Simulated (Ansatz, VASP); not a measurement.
## One calculation of Sc4Te, two programs

```
Sc Te
1.0
     5.16568    0.00000    0.00000
     0.00000    5.16568    0.00000
     0.00000    0.00000    5.16568
Sc Te
4 1
Cartesian
  0.0000 2.5828 2.5828
  2.5828 0.0000 2.5828
  2.5828 2.5828 0.0000
  2.5828 2.5828 2.5828
  0.0000 0.0000 0.0000
```

Alike in both runs: task relaxation of cell and atoms; functional PBE; k mesh 8 × 8 × 8; occupations gaussian, width 0.1 eV; no spin polarisation.

|  | VASP | Ansatz |
| --- | --- | --- |
| version | VASP 6.6.1 | Ansatz 0.2.0 |
| potentials or method | VASP PAW PBE potentials, release 64 (Sc_sv, Te), cutoff 600 eV | scalar-relativistic, plane waves, PAW |
| valence electrons in the cell | 50 | 60 |

```tsv
	VASP	Ansatz	Ansatz less VASP
gap on the k mesh at the Fermi level, each at its own relaxed structure (eV)	none	none	-
relaxed volume (Å³/atom)	28.06	27.99	-0.070
relaxed length of the cell vector where the two differ most in proportion (Å)	5.196	5.192	-0.0043
```

A gap of «none» marks a metal or a gap that the smearing closes. VASP's potentials hold 50 valence electrons a cell and Ansatz's 60, so a difference there can come from the potentials and not from the codes.

Spin-orbit coupling is off throughout.
